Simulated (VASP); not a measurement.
BAs: relaxation of cell and atoms with LDA

The system is BAs.

```xyz
2
Lattice="0.0000 2.3885 2.3885 2.3885 0.0000 2.3885 2.3885 2.3885 0.0000" Properties=species:S:1:pos:R:3 pbc="T T T"
B     0.0000    0.0000    0.0000
As    1.1943    1.1943    1.1943
```

```
Program                : VASP 6.6.1
Task                   : relaxation of cell and atoms
Functional             : LDA
Potentials or basis    : VASP PAW LDA potentials, release 64 (B, As)
Cutoff                 : 600 eV
k mesh                 : 8 × 8 × 8
Occupations            : gaussian, width 0.01 eV
Spin                   : no spin polarisation
Dipole correction      : no
Further INCAR settings : ALGO = Normal; EDIFF = 1e-06; IBRION = 2; EDIFFG = -0.05; NSW = 80; ISIF = 3
```

| Item | Value |
| --- | --- |
| Relaxed volume | 13.33 Å³/atom |
| Relaxed cell | a = 3.353 Å, b = 3.353 Å, c = 3.353 Å, α = 60.00°, β = 60.00°, γ = 60.00° |
| Space group after relaxing (to 0.05 Å) | F-43m (No. 216) |
| Energy gained by relaxing | 2.9 meV/atom |
| Ionic steps | 3 |
| Pressure after relaxing | 0.0 GPa |
| Band gap on the k mesh | 1.12 eV, indirect (least direct gap 3.28 eV) |

Step by step:
| step | energy change (eV) | largest force (eV/Å) | pressure (GPa) | volume (Å³) |
| --- | --- | --- | --- | --- |
| 1 | 0.0000 | 0.0000 | -3.09 | 27.25 |
| 2 | -0.0025 | 0.0000 | 2.51 | 26.23 |
| 3 | -0.0058 | 0.0000 | -0.01 | 26.66 |

Final structure:
```
B As
1.0
     0.00000    2.37115    2.37115
     2.37115    0.00000    2.37115
     2.37115    2.37115    0.00000
B As
1 1
Direct
  0.00000 0.00000 0.00000
  0.25000 0.25000 0.25000
```

Levels at points of the mesh, in eV from the valence-band top:
```csv
k point,band 1,band 2,band 3,band 4,band 5,band 6,band 7,band 8
"(0.00, 0.00, 0.00)",-15.58,0.00,0.00,0.00,3.28,3.28,3.28,4.97
"(0.50, 0.00, 0.00)",-12.64,-8.92,-1.85,-1.85,2.82,4.78,4.78,8.74
"(0.50, 0.50, 0.00)",-11.33,-8.55,-4.17,-4.17,1.32,1.39,11.44,11.44
```

It took 29 s on 1 thread of AMD EPYC 7R13 (shared host), peak memory 0.12 GiB.

A k mesh can miss the band edges. LDA usually gives volumes a few per cent too small.
